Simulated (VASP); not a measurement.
Input of a VASP 6.6.1 run:

POSCAR

```
KSrCl3
1.0
    5.6920077581      0.0000000000      0.0000000000
    0.0000000000      5.6920077581      0.0000000000
    0.0000000000      0.0000000000      5.6920077581
K Sr Cl
1 1 3
Direct
    0.0000000000      0.0000000000      0.0000000000
    0.5000000000      0.5000000000      0.5000000000
    0.5000000000      0.5000000000      0.0000000000
    0.5000000000      0.0000000000      0.5000000000
    0.0000000000      0.5000000000      0.5000000000
```

The input INCAR.step1:

```
SYSTEM = KSrCl3
  PREC = Accurate
  ENCUT = 520
  ISMEAR = 0
  SIGMA = 0.01
  LREAL = .False.
  LASPH = .True.
  NELM = 100
  NBANDS = 28
  GGA = PE
  ALGO = Normal
  EDIFF = 1E-4
  LWAVE = .True.
  LCHARG = .False.
```

The input INCAR.step2:

```
SYSTEM = KSrCl3
  PREC = Accurate
  ENCUT = 520
  EDIFF = 1E-7
  ISMEAR = 0
  SIGMA = 0.01
  LREAL = .False.
  LASPH = .True.
  NELM = 100
  ALGO = Normal
  ISIF = 2
  LWAVE = .False.
  LCHARG = .False.
  METAGGA = R2SCAN
  LMIXTAU = .True.
  NBANDS = 28
  ISTART = 1
```

File KPOINTS:

```
regular mesh
0
Gamma
  4 4 4
  0 0 0
```

Potentials or basis: VASP PAW PBE potentials, release 64 (K_sv, Sr_sv, Cl).

The run is started by

```bash
$ cat potpaw_PBE.64/K_sv/POTCAR potpaw_PBE.64/Sr_sv/POTCAR potpaw_PBE.64/Cl/POTCAR > POTCAR
$ cp INCAR.step1 INCAR
$ mpirun -np 1 vasp_std > vasp.out
$ cp INCAR.step2 INCAR
$ mpirun -np 1 vasp_std > vasp.out
```

(1) Estimate the pressure.

(2) What does it give for the band gap on the k mesh?

Answers

(1) -0.6 GPa.

(2) 5.14 eV, indirect (least direct gap 5.36 eV).

Caveat: the PAW data sets were made with another functional, which shifts forces and pressure a little.
